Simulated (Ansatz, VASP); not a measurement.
# One calculation of BAs, two programs

POSCAR

```
BAs
1.0
    0.0000000000      2.3918676038      2.3918676038
    2.3918676038      0.0000000000      2.3918676038
    2.3918676038      2.3918676038      0.0000000000
B As
1 1
Direct
    0.0000000000      0.0000000000      0.0000000000
    0.2500000000      0.2500000000      0.2500000000
```

INCAR.step1

```
ALGO = Normal
EDIFF = 1E-5
ENCUT = 520
GGA = PE
GGA_COMPAT = F
ISIF = 2
ISMEAR = 0
LASPH = T
LCHARG = F
LREAL = F
LWAVE = T
NBANDS = 16
NELM = 120
PREC = Accurate
SIGMA = 0.01
```

File INCAR.step2:

```
AEXX = 0.75
ALGO = Normal
EDIFF = 1E-6
ENCUT = 520
GGA = PE
GGA_COMPAT = F
HFSCREEN = 0.5
ISIF = 2
ISMEAR = 0
ISTART = 1
LASPH = T
LCHARG = F
LHFCALC = T
LREAL = F
LWAVE = F
NBANDS = 16
NELM = 120
PREC = Accurate
PRECFOCK = Normal
SIGMA = 0.01
```

KPOINTS

```
k-points
0
Gamma
  4 4 4
```

Input for Ansatz:

```yaml
crystal:
  lattice:
    - [0.0, 2.3918676038, 2.3918676038]
    - [2.3918676038, 0.0, 2.3918676038]
    - [2.3918676038, 2.3918676038, 0.0]
  atoms:
    - { symbol: B, position: [0.0, 0.0, 0.0] }
    - { symbol: As, position: [0.25, 0.25, 0.25] }
kpoints:
  mp_grid: { grid: [4, 4, 4] }
hamiltonian:
  xc: { exchange: pbe, correlation: pbe, exx: { coeff: 0.75, omega: 0.5 } }
scf:
  occupations: { method: fixed }
  n_extra_bands: 4
output:
  forces: true
  stress: true
  eigenvalues: true
```

Alike in both runs: task single point; functional PBE-based screened hybrid; k mesh 4 × 4 × 4; no spin polarisation.

```csv
,VASP,Ansatz
version,VASP 6.6.1,Ansatz 0.2.0
potentials or method,"VASP PAW PBE potentials, release 64 (B, As_d)",plane waves
plane-wave cutoff (eV),520,420
occupations,"gaussian, width 0.01 eV",fixed
valence electrons in the cell,18,18
```

```tsv
	VASP	Ansatz	Ansatz less VASP
gap on the k mesh at the Fermi level (eV)	2.25	2.23	-0.017
pressure (GPa)	-3.2	-3.0	+0.19
```

VASP's potentials were made for PBE, not for PBE-based screened hybrid. Ansatz's warnings: stress exchange threshold loose, stress scf threshold loose.

The k mesh is coarse, so the values compare programs but aren't converged.
